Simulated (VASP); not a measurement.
Input of a VASP 6.6.1 run:

File INCAR:

```
ALGO = Normal
EDIFF = 1E-7
ENCUT = 520
GGA = PS
ISIF = 2
ISMEAR = 0
ISPIN = 2
LASPH = T
LCHARG = T
LELF = T
LMAXMIX = 4
LORBIT = 11
LREAL = F
LVHAR = T
LWAVE = F
MAGMOM = 0.7
NBANDS = 15
NELM = 150
PREC = Accurate
SIGMA = 0.05
```

KPOINTS

```
k-points
0
Gamma
  14 14 14
```

The input POSCAR:

```
Ni
1.0
    0.0000000000      1.7600025826      1.7600025826
    1.7600025826      0.0000000000      1.7600025826
    1.7600025826      1.7600025826      0.0000000000
Ni
1
Direct
    0.0000000000      0.0000000000      0.0000000000
```

Potentials or basis: VASP PAW PBE potentials, release 64 (Ni).

The run is started by

```sh
$ cat potpaw_PBE.64/Ni/POTCAR > POTCAR
$ mpirun -np 1 vasp_std > vasp.out
```

Q: Estimate the site moments.

A: Ni +0.59 μB.

Q: What does it give for the net moment?

A: 0.58 μB per cell.
